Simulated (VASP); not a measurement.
# KZnF3 (P4/mmm) in VASP: further runs, part 2 of 2

VASP 6.6.1. Earlier steps stand in the parts before.

## 4. Single point, PBE (strain +0.1312 x Voigt [0, 1, 0, 0, 0, 0])

Input file INCAR:

```
SYSTEM = KZnF3
ALGO     = Normal         ! electronic algorithm
EDIFF    = 1E-6           ! SCF threshold, eV
ENCUT    = 520            ! plane-wave cutoff, eV
GGA      = PE             ! functional
ISIF     = 2              ! what is computed and relaxed
ISMEAR   = 0              ! smearing method
LASPH    = .TRUE.         ! aspherical terms in the spheres
LCHARG   = .FALSE.        ! write CHGCAR
LREAL    = .FALSE.        ! projectors in reciprocal space
LWAVE    = .FALSE.        ! write WAVECAR
NBANDS   = 29             ! bands
NELM     = 60             ! most SCF steps
PREC     = Accurate       ! precision mode
SIGMA    = 0.05           ! smearing width, eV
```

Input file KPOINTS:

```
k-points
0
G
  6 6 6
  0 0 0
```

Input file POSCAR:

```
KZnF3
1.0
    4.0500000000      0.0000000000      0.0000000000
    0.0000000000      4.5813600000      0.0000000000
    0.0000000000      0.0000000000      4.0500000000
K Zn F
1 1 3
Direct
    0.0000000000      0.0000000000      0.0000000000
    0.5000000000      0.5000000000      0.5000000000
    0.5000000000      0.5000000000      0.0000000000
    0.0000000000      0.5000000000      0.5000000000
    0.5000000000      0.0000000000      0.5000000000
```

On the command line:

```
$ cat potpaw_PBE.64/K_sv/POTCAR potpaw_PBE.64/Zn/POTCAR potpaw_PBE.64/F/POTCAR > POTCAR
$ mpirun -np 1 vasp_std > vasp.out
```

Run time: 39 s. Hardware: 1 thread of Intel Xeon 6975P-C (Granite Rapids), shared host; peak memory 0.22 GiB.

Results (log left out):

| Item | Value |
| --- | --- |
| Free energy | -20.1759 eV |
| Pressure | -2.6 GPa |
| Band gap on the k mesh | 3.27 eV, indirect (least direct gap 4.48 eV) |

Stress tensor (GPa, compression positive):
```
-0.83  0.00  0.00
 0.00 -6.15  0.00
 0.00  0.00 -0.83
```

Levels at points of the mesh, in eV from the valence-band top:
```
           k point  band 17  band 18  band 19  band 20  band 21  band 22  band 23  band 24  band 25  band 26
(0.00, 0.00, 0.00)    -1.72    -1.72    -1.40    -1.22    -1.22     3.27     8.70     8.77     9.18    10.87
(0.50, 0.00, 0.00)    -1.63    -1.59    -1.55    -1.55    -1.35     6.00     8.06     9.91    10.10    11.27
(0.00, 0.50, 0.00)    -1.75    -1.75    -1.67    -1.19    -1.19     5.25     7.53     9.27    10.95    10.95
(0.50, 0.50, 0.00)    -1.95    -1.58    -1.33    -1.13    -0.40     7.09     8.97     9.61     9.72    11.12
(0.50, 0.00, 0.50)    -1.69    -1.42    -1.42    -1.22     0.00     7.59     9.81     9.81    10.12    10.73
(0.50, 0.50, 0.50)    -1.22    -1.06    -1.06    -0.50     0.00     7.98     8.36     8.36     9.07    11.10
```

Caveat: the cell differs from its parent crystal (strain +0.1312 x Voigt [0, 1, 0, 0, 0, 0]). A k mesh can miss the band edges.

## 5. Single point, PBE (strain +0.1500 x Voigt [0, 1, 0, 0, 0, 0])

Input file INCAR:

```
SYSTEM = KZnF3
PREC = Accurate
ENCUT = 520
EDIFF = 1E-7
ISMEAR = 0
SIGMA = 0.05
LREAL = .FALSE.
LASPH = .TRUE.
NELM = 80
ALGO = Normal
ISIF = 2
LWAVE = .FALSE.
LCHARG = .FALSE.
GGA = PE
NBANDS = 29
```

Input file KPOINTS:

```
Automatic mesh
0
G
  6 6 6
  0 0 0
```

POSCAR: that of step 4 with these lines changed.

```diff
@@ -3,3 +3,3 @@
     4.0500000000      0.0000000000      0.0000000000
-    0.0000000000      4.5813600000      0.0000000000
+    0.0000000000      4.6575000000      0.0000000000
     0.0000000000      0.0000000000      4.0500000000
```

Potentials or basis: VASP PAW PBE potentials, release 64 (K_sv, Zn, F).

On the command line:

```
$ cat potpaw_PBE.64/K_sv/POTCAR potpaw_PBE.64/Zn/POTCAR potpaw_PBE.64/F/POTCAR > POTCAR
$ mpirun -np 1 vasp_std > vasp.out
```

OUTCAR:

```text
SYSTEM = KZnF3
   PREC = Accurate
   ENCUT = 520
   EDIFF = 1E-7
   ISMEAR = 0
   LREAL = .FALSE.
   LASPH = .TRUE.
   NELM = 80
   ISIF = 2
   GGA = PE

 ion  position               nearest neighbor table
   1  0.000  0.000  0.000-
   2  0.500  0.500  0.500-   3 2.02   4 2.02   3 2.02   4 2.02   5 2.33   5 2.33
   3  0.500  0.500  0.000-   2 2.02   2 2.02
   4  0.000  0.500  0.500-   2 2.02   2 2.02
   5  0.500  0.000  0.500-   2 2.33   2 2.33

  LATTYP: Found a simple tetragonal cell.
 ALAT       =     4.0500000000
 C/A-ratio  =     1.1500000000

  Lattice vectors:

 A1 = (  -4.0500000000,   0.0000000000,   0.0000000000)
 A2 = (   0.0000000000,   0.0000000000,   4.0500000000)
 A3 = (   0.0000000000,   4.6575000000,   0.0000000000)

Analysis of symmetry for initial positions (statically):
=====================================================================
 Subroutine PRICEL returns:
 Original cell was already a primitive cell.

 Routine SETGRP: Setting up the symmetry group for a
 simple tetragonal supercell.

 Subroutine GETGRP returns: Found 16 space group operations
 (whereof 16 operations were pure point group operations)
[... 166 lines left out ...]
  free energy    TOTEN  =       -20.12774115 eV

  energy without entropy =      -20.12774115  energy(sigma->0) =      -20.12774115

 E-fermi :  -1.5271     XC(G=0):  -9.1669

 val. band max:       -1.7422396058   @ k =   0.5000   0.5000   0.5000
 cond. band min:       1.4724152801   @ k =   0.0000   0.0000   0.0000
 fundamental gap:      3.2146548859
 Fermi energy:        -1.5271380173

 k-point     1 :       0.0000    0.0000    0.0000
  band No.  band energies     occupation
      1     -28.7471      2.00000
      2     -22.9556      2.00000
      3     -22.4991      2.00000
      4     -21.6216      2.00000
      5     -12.2706      2.00000
      6     -12.1810      2.00000
[... 757 lines left out ...]
     28       9.7555      0.00000
     29      10.4137      0.00000

 [... further k-points ...]
[... 5 lines left out ...]
  --------------------------------------------------------------------------------------
  -------------------------------------------------------------------------------------
  Total       -0.6564167     -3.2025646     -0.6564167      0.0000000      0.0000000      0.0000000
  in kB      -13.7666188    -67.1653946    -13.7666188      0.0000000      0.0000000      0.0000000
  external PRESSURE =     -31.5662108 kB  Pullay stress =       0.0000000 kB

 VOLUME and BASIS-vectors are now :
 -----------------------------------------------------------------------------
  energy-cutoff  :      520.00
  volume of cell :       76.39
      direct lattice vectors                 reciprocal lattice vectors
     4.050000000  0.000000000  0.000000000     0.246913580  0.000000000  0.000000000
     0.000000000  4.657500000  0.000000000     0.000000000  0.214707461  0.000000000
     0.000000000  0.000000000  4.050000000     0.000000000  0.000000000  0.246913580

 POSITION                                       TOTAL-FORCE (eV/Angst)
 -----------------------------------------------------------------------------------
      0.00000      0.00000      0.00000         0.000000      0.000000      0.000000
      2.02500      2.32875      2.02500         0.000000      0.000000      0.000000
      2.02500      2.32875      0.00000         0.000000      0.000000      0.000000
      0.00000      2.32875      2.02500         0.000000      0.000000      0.000000
      2.02500      0.00000      2.02500         0.000000      0.000000      0.000000
 -----------------------------------------------------------------------------------
    total drift:                                0.000000      0.000000     -0.000000

  FREE ENERGIE OF THE ION-ELECTRON SYSTEM (eV)
  ---------------------------------------------------
  free  energy   TOTEN  =       -20.1277411491 eV

  energy  without entropy=      -20.1277411491  energy(sigma->0) =      -20.12774115
```

OSZICAR:

```text
N       E                     dE             d eps       ncg     rms          rms(c)
DAV:   1     0.437281484782E+03    0.43728E+03   -0.22048E+04  2320   0.168E+03
DAV:   2     0.187313409863E+02   -0.41855E+03   -0.39718E+03  2624   0.437E+02
DAV:   3    -0.216494710814E+02   -0.40381E+02   -0.40092E+02  2683   0.142E+02
DAV:   4    -0.226711702859E+02   -0.10217E+01   -0.10190E+01  3631   0.213E+01
DAV:   5    -0.226832695296E+02   -0.12099E-01   -0.12091E-01  2729   0.196E+00    0.106E+01
DAV:   6    -0.201173851886E+02    0.25659E+01   -0.73137E+00  3283   0.372E+01    0.610E+00
DAV:   7    -0.201685385817E+02   -0.51153E-01   -0.15670E+00  2570   0.756E+00    0.404E+00
DAV:   8    -0.201594387971E+02    0.90998E-02   -0.46751E-01  2993   0.108E+01    0.127E+00
DAV:   9    -0.201276757571E+02    0.31763E-01   -0.85040E-02  3597   0.789E+00    0.398E-01
DAV:  10    -0.201271591308E+02    0.51663E-03   -0.28093E-02  3319   0.263E+00    0.119E-01
DAV:  11    -0.201279528984E+02   -0.79377E-03   -0.45102E-03  3409   0.643E-01    0.151E-01
DAV:  12    -0.201277603714E+02    0.19253E-03   -0.72125E-04  3373   0.466E-01    0.634E-02
DAV:  13    -0.201277376908E+02    0.22681E-04   -0.30462E-04  3500   0.319E-01    0.892E-03
DAV:  14    -0.201277410791E+02   -0.33883E-05   -0.39167E-05  2991   0.500E-02    0.235E-03
DAV:  15    -0.201277413020E+02   -0.22287E-06   -0.21501E-06  3154   0.143E-02    0.230E-03
DAV:  16    -0.201277411331E+02    0.16884E-06   -0.57613E-07  2664   0.539E-03    0.470E-04
DAV:  17    -0.201277411491E+02   -0.15963E-07   -0.29609E-08  1518   0.377E-03
   1 F= -.20127741E+02 E0= -.20127741E+02  d E =-.685326E-11
```

stdout:

```text
POSCAR found type information on POSCAR K ZnF
 POSCAR found :  3 types and       5 ions
 scaLAPACK will be used
 LDA part: xc-table for (Slater+PW92), standard interpolation
 POSCAR, INCAR and KPOINTS ok, starting setup
 FFT: planning ... GRIDC
 FFT: planning ... GRID_SOFT
 FFT: planning ... GRID
 WAVECAR not read
 entering main loop
```

It took 49 s on 1 thread of Intel Xeon 6975P-C (Granite Rapids), shared host; peak memory 0.22 GiB.

What came out:

- Free energy: -20.1277 eV
- Pressure: -3.2 GPa
- Band gap on the k mesh: 3.21 eV, indirect (least direct gap 4.33 eV)

Caveat: the cell differs from its parent crystal (strain +0.1500 x Voigt [0, 1, 0, 0, 0, 0]).

## 6. Summary

```tsv
cell	gap on the mesh (eV)	pressure (GPa)
a = 4.050, b = 4.354 Å, 5 atoms	3.45	-0.3
a = 4.050, b = 4.506 Å, 5 atoms	3.32	-2.0
a = 4.050, b = 4.581 Å, 5 atoms	3.27	-2.6
a = 4.050, b = 4.657 Å, 5 atoms	3.21	-3.2
```

Alike in all rows: task single point; level PBE; potentials or basis VASP PAW PBE potentials, release 64 (K_sv, Zn, F); no spin polarisation; k mesh 6 × 6 × 6; cutoff (eV) 520; smearing gaussian 0.05 eV.

Total energies depend on the potentials used, so only differences within one code and one set of settings carry meaning.
